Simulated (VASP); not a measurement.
# SnO (F-43m) in VASP: settings compared

The runs below take SnO through single point, with LDA, r2SCAN, PBE.

All numbers are computed with VASP 6.6.1; they aren't measurements. Logs are shortened: lines on timing, memory, paths and dates and some standing lists are left out, and cuts for length are marked.

### 1 The cell of the first run

Symmetry: F-43m, No. 216, cubic system. Conventional cell: a = 5.416 Å, b = 5.416 Å, c = 5.416 Å, α = 90.00°, β = 90.00°, γ = 90.00°. Within 3.1 Å of Sn (site symmetry -43m) lie 4 O at 2.35 Å. Within 3.1 Å of O (site symmetry -43m) lie 4 Sn at 2.35 Å.

### 2 Single point, LDA

INCAR reads:

```
  PREC = Accurate
  ENCUT = 520
  EDIFF = 1E-7
  ISMEAR = -1
  SIGMA = 0.02
  LREAL = False
  LASPH = True
  NELM = 80
  ALGO = Normal
  ISIF = 2
  LWAVE = False
  LCHARG = False
  NBANDS = 17
```

KPOINTS reads:

```
Automatic mesh
0
Gamma
  8 8 8
```

POSCAR reads:

```
SnO
1.0
    0.0000000000      2.7082147584      2.7082147584
    2.7082147584      0.0000000000      2.7082147584
    2.7082147584      2.7082147584      0.0000000000
Sn O
1 1
Direct
    0.0000000000      0.0000000000      0.0000000000
    0.2500000000      0.2500000000      0.2500000000
```

Potentials or basis: VASP PAW LDA potentials, release 64 (Sn_d, O).

The run is started by

```console
> cat potpaw_LDA.64/Sn_d/POTCAR potpaw_LDA.64/O/POTCAR > POTCAR
> mpirun -np 1 vasp_std > vasp.out
```

OUTCAR:

```text
PREC = Accurate
   ENCUT = 520
   EDIFF = 1E-7
   ISMEAR = -1
   LREAL = False
   LASPH = True
   NELM = 80
   ISIF = 2

 ion  position               nearest neighbor table
   1  0.000  0.000  0.000-   2 2.35   2 2.35   2 2.35   2 2.35
   2  0.250  0.250  0.250-   1 2.35   1 2.35   1 2.35   1 2.35

  LATTYP: Found a face centered cubic cell.
 ALAT       =     5.4164295168

  Lattice vectors:

 A1 = (   0.0000000000,   2.7082147584,   2.7082147584)
 A2 = (   2.7082147584,   0.0000000000,   2.7082147584)
 A3 = (   2.7082147584,   2.7082147584,   0.0000000000)

Analysis of symmetry for initial positions (statically):
=====================================================================
 Subroutine PRICEL returns:
 Original cell was already a primitive cell.

 Routine SETGRP: Setting up the symmetry group for a
 face centered cubic supercell.

 Subroutine GETGRP returns: Found 24 space group operations
 (whereof 24 operations were pure point group operations)
 out of a pool of 48 trial point group operations.

The static configuration has the point symmetry T_d .

Analysis of symmetry for dynamics (positions and initial velocities):
=====================================================================
 Subroutine PRICEL returns:
 Original cell was already a primitive cell.

 Routine SETGRP: Setting up the symmetry group for a
 face centered cubic supercell.

 Subroutine GETGRP returns: Found 24 space group operations
 (whereof 24 operations were pure point group operations)
 out of a pool of 48 trial point group operations.

The dynamic configuration has the point symmetry T_d .

 Subroutine INISYM returns: Found 24 space group operations
 (whereof 24 operations are pure point group operations),
 and found     1 'primitive' translations

----------------------------------------------------------------------------------------

                                     Primitive cell

  volume of cell :      39.7264

  direct lattice vectors                    reciprocal lattice vectors
     0.000000000  2.708214758  2.708214758    -0.184623468  0.184623468  0.184623468
     2.708214758  0.000000000  2.708214758     0.184623468 -0.184623468  0.184623468
     2.708214758  2.708214758  0.000000000     0.184623468  0.184623468 -0.184623468

  length of vectors
     3.829994041  3.829994041  3.829994041     0.319777226  0.319777226  0.319777226

  position of ions in fractional coordinates (direct lattice)
     0.000000000  0.000000000  0.000000000
     0.250000000  0.250000000  0.250000000

  ion indices of the primitive-cell ions
   primitive index   ion index
                 1           1
                 2           2

----------------------------------------------------------------------------------------

 KPOINTS: Automatic mesh

Automatic generation of k-mesh.
 Grid dimensions read from file:
 generate k-points for:    8    8    8

 Generating k-lattice:

  Cartesian coordinates                     Fractional coordinates (reciprocal lattice)
    -0.023077933  0.023077933  0.023077933     0.125000000  0.000000000  0.000000000
     0.023077933 -0.023077933  0.023077933     0.000000000  0.125000000  0.000000000
     0.023077933  0.023077933 -0.023077933     0.000000000  0.000000000  0.125000000

  Length of vectors
     0.039972153  0.039972153  0.039972153

  Shift w.r.t. Gamma in fractional coordinates (k-lattice)
     0.000000000  0.000000000  0.000000000

 Subroutine IBZKPT returns following result:
 ===========================================

 Found     29 irreducible k-points:

 Following reciprocal coordinates:
            Coordinates               Weight
  0.000000  0.000000  0.000000      1.000000
  0.125000  0.000000  0.000000      8.000000
  0.250000  0.000000  0.000000      8.000000
  0.375000  0.000000  0.000000      8.000000
  0.500000  0.000000  0.000000      4.000000
  0.125000  0.125000  0.000000      6.000000
[... 16 lines left out ...]
  0.500000  0.250000  0.125000     48.000000
 -0.375000  0.250000  0.125000     24.000000
 [... further k-points ...]
   k-points           NKPTS =     29   k-points in BZ     NKDIM =     29   number of bands    NBANDS=     17
   number of dos      NEDOS =    301   number of ions     NIONS =      2
   total plane-waves  NPLWV =  21952
   dimension x,y,z NGX =    28 NGY =   28 NGZ =   28
   dimension x,y,z NGXF=    56 NGYF=   56 NGZF=   56
   ions per type =               1   1
   NGX,Y,Z   is equivalent  to a cutoff of  12.15, 12.15, 12.15 a.u.
   NGXF,Y,Z  is equivalent  to a cutoff of  24.31, 24.31, 24.31 a.u.
 SYSTEM =  unknown system
   PREC   = accura    normal or accurate (medium, high low for compatibility)
   ISTART =      0    job   : 0-new  1-cont  2-samecut
   ICHARG =      2    charge: 1-file 2-atom 10-const
   ISPIN  =      1    spin polarized calculation?
   LNONCOLLINEAR =      F non collinear calculations
   LSORBIT =      F    spin-orbit coupling
   LASPH  =      T    aspherical Exc in radial PAW
   ENCUT  =  520.0 eV  38.22 Ry    6.18 a.u.   7.12  7.12  7.12*2*pi/ulx,y,z
   NELM   =     80;   NELMIN=  2; NELMDL= -5     # of ELM steps
   EDIFF  = 0.1E-06   stopping-criterion for ELM
   LREAL  =      F    real-space projection
   EDIFFG = 0.1E-05   stopping-criterion for IOM
   NSW    =      0    number of steps for IOM
   IBRION =     -1    ionic relax: 0-MD 1-quasi-New 2-CG
   NFREE  =      0    steps in history (QN), initial steepest desc. (CG)
   ISIF   =      2    stress and relaxation
   ISYM   =      2    0-nonsym 1-usesym 2-fastsym
   POTIM  = 0.5000    time-step for ionic-motion
   TEBEG  =    0.0;   TEEND  =   0.0 temperature during run
   PSTRESS=    0.0 pullay stress
   NELECT =      20.0000    total number of electrons
   NUPDOWN=      -1.0000    fix difference up-down
   EMIN   =  10.00;   EMAX   =-10.00  energy-range for DOS
   EFERMI =   0.00;   METHOD = LEGACY
   ISMEAR =    -1;   SIGMA  =   0.02  broadening in eV -4-tet -1-fermi 0-gaus
   EFERMI_NEDOS =   21; number of points for ismear=-14 and -15
   IALGO  =     38    algorithm
   IMIX   =      4    mixing-type and parameters
     AMIX     =   0.40;   BMIX     =  1.00
     AMIX_MAG =   1.60;   BMIX_MAG =  1.00
  volume/ion in A,a.u.               =      19.86       134.04
  Fermi-wavevector in a.u.,A,eV,Ry     =   1.302342  2.461070 23.076771  1.696095
  Thomas-Fermi vector in A             =   2.433416
   LORBIT       =      0    0 simple, 1 ext, 2 COOP (PROOUT), +10 PAW based schemes
   GGA     = CA    functional components
   LHFCALC =     F    Hartree Fock is set to
   AEXX    =    0.0000 exact exchange contribution
   IVDW    =     0    specifies the selected vdW correction
   LEPSILON=     F    determine dielectric tensor
   LRPA    =     F    only Hartree local field effects (RPA)
 non-spin polarized calculation
  energy-cutoff  :      520.00
  volume of cell :       39.73
 maximum number of plane-waves:      1090
   NGX = 15   NGY = 15   NGZ = 15

 number of electron      19.9999996 magnetization

 Free energy of the ion-electron system (eV)
  ---------------------------------------------------
  ext. energy  EPLUGINS =         0.00000000
  ---------------------------------------------------
  free energy    TOTEN  =       -11.78339632 eV

  energy without entropy =      -11.78275836  energy(sigma->0) =      -11.78307734

 E-fermi :   5.7995     XC(G=0): -10.0729

 val. band max:        5.7140145165   @ k =  -0.3750   0.5000   0.1250
 cond. band min:       5.8102123442   @ k =  -0.2500   0.5000   0.2500
 fundamental gap:      0.0961978277
 Fermi energy:         5.7994928944

 k-point     1 :       0.0000    0.0000    0.0000
  band No.  band energies     occupation
      1     -15.8249      2.00000
      2     -15.8249      2.00000
      3     -15.8249      2.00000
      4     -15.7724      2.00000
      5     -15.7724      2.00000
      6     -12.8634      2.00000
[... 9 lines left out ...]
     16      17.2025      0.00000
     17      17.2025      0.00000

 k-point     2 :       0.1250    0.0000    0.0000
  band No.  band energies     occupation
      1     -15.8435      2.00000
      2     -15.8202      2.00000
      3     -15.8202      2.00000
      4     -15.7722      2.00000
      5     -15.7722      2.00000
      6     -12.7743      2.00000
[... 9 lines left out ...]
     16      16.6190      0.00000
     17      16.7315      0.00000

 k-point     3 :       0.2500    0.0000    0.0000
  band No.  band energies     occupation
      1     -15.8868      2.00000
      2     -15.8121      2.00000
      3     -15.8121      2.00000
      4     -15.7681      2.00000
      5     -15.7681      2.00000
      6     -12.5507      2.00000
[... 9 lines left out ...]
     16      16.2497      0.00000
     17      18.2502      0.00000

 k-point     4 :       0.3750    0.0000    0.0000
  band No.  band energies     occupation
      1     -15.9284      2.00000
      2     -15.8096      2.00000
      3     -15.8096      2.00000
      4     -15.7584      2.00000
      5     -15.7584      2.00000
      6     -12.3123      2.00000
[... 9 lines left out ...]
     16      16.4854      0.00000
     17      18.5384      0.00000

 k-point     5 :       0.5000    0.0000    0.0000
  band No.  band energies     occupation
      1     -15.9451      2.00000
      2     -15.8098      2.00000
      3     -15.8098      2.00000
      4     -15.7531      2.00000
      5     -15.7531      2.00000
      6     -12.2085      2.00000
[... 9 lines left out ...]
     16      16.7348      0.00000
     17      18.2222      0.00000

 k-point     6 :       0.1250    0.1250    0.0000
  band No.  band energies     occupation
      1     -15.8550      2.00000
      2     -15.8151      2.00000
      3     -15.8151      2.00000
      4     -15.7762      2.00000
      5     -15.7690      2.00000
      6     -12.7452      2.00000
[... 9 lines left out ...]
     16      17.9526      0.00000
     17      17.9526      0.00000

 k-point     7 :       0.2500    0.1250    0.0000
  band No.  band energies     occupation
      1     -15.8901      2.00000
      2     -15.8075      2.00000
      3     -15.8054      2.00000
      4     -15.7780      2.00000
      5     -15.7644      2.00000
      6     -12.5678      2.00000
[... 9 lines left out ...]
     16      17.7463      0.00000
     17      18.4833      0.00000

 k-point     8 :       0.3750    0.1250    0.0000
  band No.  band energies     occupation
      1     -15.9274      2.00000
      2     -15.8062      2.00000
      3     -15.8012      2.00000
      4     -15.7712      2.00000
      5     -15.7563      2.00000
      6     -12.3335      2.00000
[... 9 lines left out ...]
     16      17.4942      0.00000
     17      19.0230      0.00000
[... 203 lines left out ...]
      1     -15.9948      2.00000
      2     -15.7989      2.00000
      3     -15.7659      2.00000
      4     -15.7633      2.00000
      5     -15.7511      2.00000
      6     -12.0504      2.00000
[... 9 lines left out ...]
     16      20.2552      0.00000
     17      21.2511      0.00000

 k-point    20 :      -0.3750    0.3750    0.0000
  band No.  band energies     occupation
      1     -15.9821      2.00000
      2     -15.7958      2.00000
      3     -15.7749      2.00000
      4     -15.7671      2.00000
      5     -15.7580      2.00000
      6     -12.0264      2.00000
[... 9 lines left out ...]
     16      18.6913      0.00000
     17      20.5166      0.00000

 k-point    21 :       0.5000    0.5000    0.0000
  band No.  band energies     occupation
      1     -16.0082      2.00000
      2     -15.8028      2.00000
      3     -15.7567      2.00000
      4     -15.7567      2.00000
      5     -15.7493      2.00000
      6     -12.0229      2.00000
[... 9 lines left out ...]
     16      21.5654      0.00000
     17      21.8962      0.00000

 k-point    22 :       0.3750    0.2500    0.1250
  band No.  band energies     occupation
      1     -15.9229      2.00000
      2     -15.8017      2.00000
      3     -15.7946      2.00000
      4     -15.7796      2.00000
      5     -15.7595      2.00000
      6     -12.3851      2.00000
[... 9 lines left out ...]
     16      17.7944      0.00000
     17      19.2271      0.00000

 k-point    23 :       0.5000    0.2500    0.1250
  band No.  band energies     occupation
      1     -15.9487      2.00000
      2     -15.8038      2.00000
      3     -15.7892      2.00000
      4     -15.7725      2.00000
      5     -15.7567      2.00000
      6     -12.1919      2.00000
[... 9 lines left out ...]
     16      17.7920      0.00000
     17      19.7117      0.00000

 k-point    24 :      -0.3750    0.2500    0.1250
  band No.  band energies     occupation
      1     -15.9584      2.00000
      2     -15.8056      2.00000
      3     -15.7884      2.00000
      4     -15.7674      2.00000
      5     -15.7562      2.00000
      6     -12.1084      2.00000
[... 9 lines left out ...]
     16      18.0166      0.00000
     17      19.7775      0.00000

 [... further k-points ...]
[... 5 lines left out ...]
  --------------------------------------------------------------------------------------
  -------------------------------------------------------------------------------------
  Total       -0.7754139     -0.7754139     -0.7754139     -0.0000000      0.0000000     -0.0000000
  in kB      -31.2726643    -31.2726643    -31.2726643     -0.0000000      0.0000000     -0.0000000
  external PRESSURE =     -31.2726643 kB  Pullay stress =       0.0000000 kB

 VOLUME and BASIS-vectors are now :
 -----------------------------------------------------------------------------
  energy-cutoff  :      520.00
  volume of cell :       39.73
      direct lattice vectors                 reciprocal lattice vectors
     0.000000000  2.708214758  2.708214758    -0.184623468  0.184623468  0.184623468
     2.708214758  0.000000000  2.708214758     0.184623468 -0.184623468  0.184623468
     2.708214758  2.708214758  0.000000000     0.184623468  0.184623468 -0.184623468

 POSITION                                       TOTAL-FORCE (eV/Angst)
 -----------------------------------------------------------------------------------
      0.00000      0.00000      0.00000        -0.000000      0.000000      0.000000
      1.35411      1.35411      1.35411         0.000000     -0.000000     -0.000000
 -----------------------------------------------------------------------------------
    total drift:                                0.000000      0.000000      0.000000

  FREE ENERGIE OF THE ION-ELECTRON SYSTEM (eV)
  ---------------------------------------------------
  free  energy   TOTEN  =       -11.7833963155 eV

  energy  without entropy=      -11.7827583580  energy(sigma->0) =      -11.78307734
```

It took 18 s on 1 thread of Intel Xeon Platinum 8559C (Emerald Rapids), shared host; peak memory 0.15 GiB.

Results:

```yaml
Free_energy: -11.7834 eV
Pressure: -3.1 GPa
Band_gap_on_the_k_mesh: zero (band 10 reaches 5.81 eV, above the bottom of band 11 at 5.61 eV)
```

Caveat: spin-orbit coupling is left out, which moves the levels of the heavy elements.

### 3 Single point, r2SCAN

POSCAR is that of step 2.

INCAR.step1 reads:

```
SYSTEM = SnO
PREC = Accurate
ENCUT = 520
ISMEAR = -1
SIGMA = 0.02
LREAL = .FALSE.
LASPH = .TRUE.
NELM = 60
NBANDS = 17
GGA = PE
ALGO = Normal
EDIFF = 1E-4
LWAVE = .TRUE.
LCHARG = .FALSE.
```

INCAR.step2 reads:

```
SYSTEM = SnO
PREC = Accurate
ENCUT = 520
EDIFF = 1E-6
ISMEAR = -1
SIGMA = 0.02
LREAL = .FALSE.
LASPH = .TRUE.
NELM = 60
ALGO = Normal
ISIF = 2
LWAVE = .FALSE.
LCHARG = .TRUE.
METAGGA = R2SCAN
LMIXTAU = .TRUE.
LELF = .TRUE.
LVHAR = .TRUE.
NBANDS = 17
ISTART = 1
```

KPOINTS reads:

```
regular mesh
0
G
  8 8 8
  0 0 0
```

Potentials or basis: VASP PAW PBE potentials, release 64 (Sn_d, O).

The run is started by

```console
> cat potpaw_PBE.64/Sn_d/POTCAR potpaw_PBE.64/O/POTCAR > POTCAR
> cp INCAR.step1 INCAR
> mpirun -np 1 vasp_std > vasp.out
> cp INCAR.step2 INCAR
> mpirun -np 1 vasp_std > vasp.out
```

It took 46 s on 1 thread of Intel Xeon Platinum 8559C (Emerald Rapids), shared host; peak memory 0.17 GiB.

It converged, with:

| Item | Value |
| --- | --- |
| Free energy | -32.1998 eV |
| Pressure | 0.3 GPa |
| Band gap on the k mesh | zero (band 10 reaches 6.13 eV, above the bottom of band 11 at 5.94 eV) |

Levels at points of the mesh, in eV from the Fermi level:
| k point | band 8 | band 9 | band 10 | band 11 | band 12 | band 13 |
| --- | --- | --- | --- | --- | --- | --- |
| (0.00, 0.00, 0.00) | -4.00 | -4.00 | -4.00 | 4.63 | 4.63 | 4.63 |
| (0.50, 0.00, 0.00) | -4.44 | -4.44 | -2.49 | 1.71 | 4.77 | 4.77 |
| (0.50, 0.50, 0.00) | -5.21 | -5.21 | -0.63 | -0.19 | 5.44 | 5.44 |

Caveat: the PAW data sets were made with another functional, which shifts forces and pressure a little; spin-orbit coupling is left out, which moves the levels of the heavy elements.

(Part 1 of 2 ends here.)
